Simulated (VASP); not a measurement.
# LiF (Pm-3m) in VASP: settings compared

LiF is run at these levels: LDA, r2SCAN; tasks: relaxation of cell and atoms.

Program: VASP 6.6.1. These are calculated values, not measurements. Logs are shortened: lines on timing, memory, paths and dates and some standing lists are left out, and cuts for length are marked.

### Step 1. The cell of the first run

It takes space group Pm-3m (No. 221, cubic). Conventional cell: a = 2.560 Å, b = 2.560 Å, c = 2.560 Å, α = 90.00°, β = 90.00°, γ = 90.00°. Within 2.9 Å of Li (site symmetry m-3m) lie 8 F at 2.22 Å and 6 Li at 2.56 Å. F (site symmetry m-3m) has 8 Li at 2.22 Å and 6 F at 2.56 Å within 2.9 Å.

### Step 2. Relaxation of cell and atoms, LDA

Contents of INCAR:

```
SYSTEM = LiF
  PREC = Accurate
  ENCUT = 600
  EDIFF = 1E-6
  ISMEAR = -1
  SIGMA = 0.02
  LREAL = .FALSE.
  LASPH = .TRUE.
  NELM = 80
  ALGO = Normal
  ISIF = 3
  LWAVE = .FALSE.
  LCHARG = .FALSE.
  IBRION = 2
  NSW = 80
  EDIFFG = -0.005
```

Contents of KPOINTS:

```
regular mesh
0
G
  10 10 10
  0 0 0
```

Contents of POSCAR:

```
LiF
1.0
    2.5599477969      0.0000000000      0.0000000000
    0.0000000000      2.5599477969      0.0000000000
    0.0000000000      0.0000000000      2.5599477969
Li F
1 1
Direct
    0.0000000000      0.0000000000      0.0000000000
    0.5000000000      0.5000000000      0.5000000000
```

Potentials or basis: VASP PAW LDA potentials, release 64 (Li_sv, F).

Command:

```bash
cat potpaw_LDA.64/Li_sv/POTCAR potpaw_LDA.64/F/POTCAR > POTCAR
mpirun -np 1 vasp_std > vasp.out
```

OUTCAR:

```text
SYSTEM = LiF
   PREC = Accurate
   ENCUT = 600
   EDIFF = 1E-6
   ISMEAR = -1
   LREAL = .FALSE.
   LASPH = .TRUE.
   NELM = 80
   ISIF = 3
   IBRION = 2
   NSW = 80
   EDIFFG = -0.005

 ion  position               nearest neighbor table
   1  0.000  0.000  0.000-   2 2.22   2 2.22   2 2.22   2 2.22   2 2.22   2 2.22   2 2.22   2 2.22

   2  0.500  0.500  0.500-   1 2.22   1 2.22   1 2.22   1 2.22   1 2.22   1 2.22   1 2.22   1 2.22

  LATTYP: Found a simple cubic cell.
 ALAT       =     2.5599477969

  Lattice vectors:

 A1 = (   2.5599477969,   0.0000000000,   0.0000000000)
 A2 = (   0.0000000000,   2.5599477969,   0.0000000000)
 A3 = (   0.0000000000,   0.0000000000,   2.5599477969)

Analysis of symmetry for initial positions (statically):
=====================================================================
 Subroutine PRICEL returns:
 Original cell was already a primitive cell.

 Routine SETGRP: Setting up the symmetry group for a
 simple cubic supercell.

 Subroutine GETGRP returns: Found 48 space group operations
 (whereof 48 operations were pure point group operations)
 out of a pool of 48 trial point group operations.

The static configuration has the point symmetry O_h .

Analysis of symmetry for dynamics (positions and initial velocities):
=====================================================================
 Subroutine PRICEL returns:
 Original cell was already a primitive cell.

 Routine SETGRP: Setting up the symmetry group for a
 simple cubic supercell.

 Subroutine GETGRP returns: Found 48 space group operations
 (whereof 48 operations were pure point group operations)
 out of a pool of 48 trial point group operations.

The dynamic configuration has the point symmetry O_h .

 Subroutine INISYM returns: Found 48 space group operations
 (whereof 48 operations are pure point group operations),
 and found     1 'primitive' translations

----------------------------------------------------------------------------------------

                                     Primitive cell

  volume of cell :      16.7762

  direct lattice vectors                    reciprocal lattice vectors
     2.559947797  0.000000000  0.000000000     0.390632966  0.000000000  0.000000000
     0.000000000  2.559947797  0.000000000     0.000000000  0.390632966  0.000000000
     0.000000000  0.000000000  2.559947797     0.000000000  0.000000000  0.390632966

  length of vectors
     2.559947797  2.559947797  2.559947797     0.390632966  0.390632966  0.390632966

  position of ions in fractional coordinates (direct lattice)
     0.000000000  0.000000000  0.000000000
     0.500000000  0.500000000  0.500000000

  ion indices of the primitive-cell ions
   primitive index   ion index
                 1           1
                 2           2

----------------------------------------------------------------------------------------

 KPOINTS: regular mesh

Automatic generation of k-mesh.
 Grid dimensions read from file:
 generate k-points for:   10   10   10

 Generating k-lattice:

  Cartesian coordinates                     Fractional coordinates (reciprocal lattice)
     0.039063297  0.000000000  0.000000000     0.100000000  0.000000000  0.000000000
     0.000000000  0.039063297  0.000000000     0.000000000  0.100000000  0.000000000
     0.000000000  0.000000000  0.039063297     0.000000000  0.000000000  0.100000000

  Length of vectors
     0.039063297  0.039063297  0.039063297

  Shift w.r.t. Gamma in fractional coordinates (k-lattice)
     0.000000000  0.000000000  0.000000000

 Subroutine IBZKPT returns following result:
 ===========================================

 Found     56 irreducible k-points:

 Following reciprocal coordinates:
            Coordinates               Weight
  0.000000  0.000000  0.000000      1.000000
  0.100000  0.000000  0.000000      6.000000
  0.200000  0.000000  0.000000      6.000000
  0.300000  0.000000  0.000000      6.000000
  0.400000  0.000000  0.000000      6.000000
  0.500000  0.000000  0.000000      3.000000
[... 16 lines left out ...]
  0.200000  0.100000  0.100000     24.000000
  0.300000  0.100000  0.100000     24.000000
 [... further k-points ...]
   k-points           NKPTS =     56   k-points in BZ     NKDIM =     56   number of bands    NBANDS=      9
   number of dos      NEDOS =    301   number of ions     NIONS =      2
   total plane-waves  NPLWV =   8000
   dimension x,y,z NGX =    20 NGY =   20 NGZ =   20
   dimension x,y,z NGXF=    40 NGYF=   40 NGZF=   40
   ions per type =               1   1
   NGX,Y,Z   is equivalent  to a cutoff of  12.99, 12.99, 12.99 a.u.
   NGXF,Y,Z  is equivalent  to a cutoff of  25.98, 25.98, 25.98 a.u.
 SYSTEM =  LiF
   PREC   = accura    normal or accurate (medium, high low for compatibility)
   ISTART =      0    job   : 0-new  1-cont  2-samecut
   ICHARG =      2    charge: 1-file 2-atom 10-const
   ISPIN  =      1    spin polarized calculation?
   LNONCOLLINEAR =      F non collinear calculations
   LSORBIT =      F    spin-orbit coupling
   LASPH  =      T    aspherical Exc in radial PAW
   ENCUT  =  600.0 eV  44.10 Ry    6.64 a.u.   5.11  5.11  5.11*2*pi/ulx,y,z
   NELM   =     80;   NELMIN=  2; NELMDL= -5     # of ELM steps
   EDIFF  = 0.1E-05   stopping-criterion for ELM
   LREAL  =      F    real-space projection
   EDIFFG = -.5E-02   stopping-criterion for IOM
   NSW    =     80    number of steps for IOM
   IBRION =      2    ionic relax: 0-MD 1-quasi-New 2-CG
   NFREE  =      1    steps in history (QN), initial steepest desc. (CG)
   ISIF   =      3    stress and relaxation
   ISYM   =      2    0-nonsym 1-usesym 2-fastsym
   POTIM  = 0.5000    time-step for ionic-motion
   TEBEG  =    0.0;   TEEND  =   0.0 temperature during run
   PSTRESS=    0.0 pullay stress
   NELECT =      10.0000    total number of electrons
   NUPDOWN=      -1.0000    fix difference up-down
   EMIN   =  10.00;   EMAX   =-10.00  energy-range for DOS
   EFERMI =   0.00;   METHOD = LEGACY
   ISMEAR =    -1;   SIGMA  =   0.02  broadening in eV -4-tet -1-fermi 0-gaus
   EFERMI_NEDOS =   21; number of points for ismear=-14 and -15
   IALGO  =     38    algorithm
   IMIX   =      4    mixing-type and parameters
     AMIX     =   0.40;   BMIX     =  1.00
     AMIX_MAG =   1.60;   BMIX_MAG =  1.00
  volume/ion in A,a.u.               =       8.39        56.61
  Fermi-wavevector in a.u.,A,eV,Ry     =   1.377771  2.603610 25.827301  1.898253
  Thomas-Fermi vector in A             =   2.502894
   LORBIT       =      0    0 simple, 1 ext, 2 COOP (PROOUT), +10 PAW based schemes
   GGA     = CA    functional components
   LHFCALC =     F    Hartree Fock is set to
   AEXX    =    0.0000 exact exchange contribution
   IVDW    =     0    specifies the selected vdW correction
   LEPSILON=     F    determine dielectric tensor
   LRPA    =     F    only Hartree local field effects (RPA)
 conjugate gradient relaxation of ions
 non-spin polarized calculation
  energy-cutoff  :      600.00
  volume of cell :       16.78
 maximum number of plane-waves:       587
   NGX = 11   NGY = 11   NGZ = 11

--------------------------------------- Ionic step        1  -------------------------------------------

 number of electron      10.0000016 magnetization

 Free energy of the ion-electron system (eV)
  ---------------------------------------------------
  ext. energy  EPLUGINS =         0.00000000
  ---------------------------------------------------
  free energy    TOTEN  =        -9.87104416 eV

  energy without entropy =       -9.87104416  energy(sigma->0) =       -9.87104416

------------------------ aborting loop because EDIFF is reached ----------------------------------------

  FORCE on cell =-STRESS in cart. coord.  units (eV):
  Direction    XX          YY          ZZ          XY          YZ          ZX
  --------------------------------------------------------------------------------------
  -------------------------------------------------------------------------------------
  Total       -0.8621562     -0.8621562     -0.8621562      0.0000000     -0.0000000      0.0000000
  in kB      -82.3385479    -82.3385479    -82.3385479      0.0000000     -0.0000000      0.0000000
  external PRESSURE =     -82.3385479 kB  Pullay stress =       0.0000000 kB
[... 93 lines left out ...]
  energy  without entropy=       -9.9260902968  energy(sigma->0) =       -9.92609030

--------------------------------------- Ionic step        4  -------------------------------------------

 number of electron       9.9999991 magnetization

 Free energy of the ion-electron system (eV)
  ---------------------------------------------------
  ext. energy  EPLUGINS =         0.00000000
  ---------------------------------------------------
  free energy    TOTEN  =        -9.92651320 eV

  energy without entropy =       -9.92651320  energy(sigma->0) =       -9.92651320

 E-fermi :   1.1241     XC(G=0): -11.1872

 val. band max:        0.7340003316   @ k =   0.5000   0.5000   0.0000
 cond. band min:       9.1157820480   @ k =   0.0000   0.0000   0.0000
 fundamental gap:      8.3817817163
 Fermi energy:         1.1240806416

 k-point     1 :       0.0000    0.0000    0.0000
  band No.  band energies     occupation
      1     -40.8296      2.00000
      2     -20.2333      2.00000
      3      -0.0900      2.00000
      4      -0.0900      2.00000
      5      -0.0900      2.00000
      6       9.1158      0.00000
      7      19.8722      0.00000
      8      19.8722      0.00000
      9      22.6532      0.00000
[... 265 lines left out ...]
 k-point    24 :       0.3000    0.1000    0.1000
  band No.  band energies     occupation
      1     -40.7595      2.00000
      2     -19.7423      2.00000
      3      -2.4579      2.00000
      4      -0.2357      2.00000
      5      -0.0689      2.00000
      6      10.7914      0.00000
      7      16.1185      0.00000
      8      18.9213      0.00000
      9      22.3033      0.00000

 [... further k-points ...]
[... 5 lines left out ...]
  --------------------------------------------------------------------------------------
  -------------------------------------------------------------------------------------
  Total        0.0026479      0.0026479      0.0026479      0.0000000      0.0000000     -0.0000000
  in kB        0.2857221      0.2857221      0.2857221      0.0000000      0.0000000     -0.0000000
  external PRESSURE =       0.2857221 kB  Pullay stress =       0.0000000 kB
[... 17 lines left out ...]
  FREE ENERGIE OF THE ION-ELECTRON SYSTEM (eV)
  ---------------------------------------------------
  free  energy   TOTEN  =        -9.9265131990 eV

  energy  without entropy=       -9.9265131990  energy(sigma->0) =       -9.92651320

 reached required accuracy - stopping structural energy minimisation
```

Wall time 8.6 s (1 thread of Intel Xeon 6975P-C (Granite Rapids), shared host); peak memory 0.12 GiB.

Results:

```
Free energy                           : -9.9265 eV
Relaxed volume                        : 7.42 Å³/atom
Relaxed cell                          : a = 2.458 Å, b = 2.458 Å, c = 2.458 Å, α = 90.00°, β = 90.00°, γ = 90.00°
Space group after relaxing (to 0.1 Å) : Pm-3m (No. 221)
Energy gained by relaxing             : 27.7 meV/atom
Ionic steps                           : 4
Pressure after relaxing               : 0.0 GPa
Band gap on the k mesh                : 8.38 eV (least direct gap 9.21 eV)
```

Step by step:
```tsv
step	energy change (eV)	largest force (eV/Å)	pressure (GPa)	volume (Å³)
1	0.0000	0.0000	-8.23	16.78
2	-0.0419	0.0000	-4.55	15.75
3	-0.0550	0.0000	-0.86	15.01
4	-0.0555	0.0000	0.03	14.85
```

Final structure:
```
Li F
1.0
     2.45786    0.00000    0.00000
     0.00000    2.45786    0.00000
     0.00000    0.00000    2.45786
Li F
1 1
Direct
  0.00000 0.00000 0.00000
  0.50000 0.50000 0.50000
```

Caveat: the cutoff is under 1.25 times the usual one of these potentials, so pressure, stress and relaxed cells hold a basis-set (Pulay) error; the structure was generated, so it needn't be the stable form of LiF. A k mesh can miss the band edges.

### Step 3. Relaxation of cell and atoms, r2SCAN

POSCAR is that of step 2.

Contents of INCAR.step1:

```
PREC = Accurate
ENCUT = 600
ISMEAR = -1
SIGMA = 0.02
LREAL = False
LASPH = True
NELM = 60
GGA = PE
ALGO = Normal
EDIFF = 1E-4
LWAVE = True
LCHARG = False
```

Contents of INCAR.step2:

```
PREC = Accurate
ENCUT = 600
EDIFF = 1E-6
ISMEAR = -1
SIGMA = 0.02
LREAL = False
LASPH = True
NELM = 60
ALGO = Normal
ISIF = 3
LWAVE = False
LCHARG = False
METAGGA = R2SCAN
LMIXTAU = True
IBRION = 2
NSW = 80
EDIFFG = -0.005
ISTART = 1
```

Contents of KPOINTS:

```
Automatic mesh
0
Gamma
  10 10 10
```

Potentials or basis: VASP PAW PBE potentials, release 64 (Li_sv, F).

Command:

```bash
cat potpaw_PBE.64/Li_sv/POTCAR potpaw_PBE.64/F/POTCAR > POTCAR
cp INCAR.step1 INCAR
mpirun -np 1 vasp_std > vasp.out
cp INCAR.step2 INCAR
mpirun -np 1 vasp_std > vasp.out
```

It took 47 s on 1 thread of Intel Xeon 6975P-C (Granite Rapids), shared host; peak memory 0.12 GiB.

The run converged. Its results:

| Quantity | Value |
| --- | --- |
| Free energy | -11.2817 eV |
| Relaxed volume | 7.83 Å³/atom |
| Relaxed cell | a = 2.502 Å, b = 2.502 Å, c = 2.502 Å, α = 90.00°, β = 90.00°, γ = 90.00° |
| Space group after relaxing (to 0.1 Å) | Pm-3m (No. 221) |
| Energy gained by relaxing | 9.7 meV/atom |
| Ionic steps | 4 |
| Pressure after relaxing | 0.1 GPa |
| Band gap on the k mesh | 9.29 eV (least direct gap 10.05 eV) |

Step by step:
```tsv
step	energy change (eV)	largest force (eV/Å)	pressure (GPa)	volume (Å³)
1	0.0000	0.0000	-5.29	16.78
2	-0.0160	0.0000	-2.18	16.11
3	-0.0191	0.0000	-0.66	15.79
4	-0.0195	0.0000	0.05	15.66
```

Final structure:
```
Li F
1.0
     2.50170    0.00000    0.00000
     0.00000    2.50170    0.00000
     0.00000    0.00000    2.50170
Li F
1 1
Direct
  0.00000 0.00000 0.00000
  0.50000 0.50000 0.50000
```

Levels at points of the mesh, in eV from the valence-band top:
```csv
k point,band 1,band 2,band 3,band 4,band 5,band 6,band 7,band 8,band 9
"(0.00, 0.00, 0.00)",-43.97,-22.24,-0.76,-0.76,-0.76,9.29,20.32,20.32,23.56
"(0.50, 0.00, 0.00)",-43.91,-21.73,-3.99,-0.32,-0.32,10.53,16.19,22.61,22.61
"(0.50, 0.50, 0.00)",-43.87,-21.12,-3.59,-3.59,0.00,15.08,15.45,15.45,21.34
"(0.50, 0.50, 0.50)",-43.83,-20.62,-2.53,-2.53,-2.53,12.37,12.37,12.37,26.66
```

Caveat: the cutoff is under 1.25 times the usual one of these potentials, so pressure, stress and relaxed cells hold a basis-set (Pulay) error; the structure was generated, so it needn't be the stable form of LiF; the PAW data sets were made with another functional, which shifts forces and pressure a little.
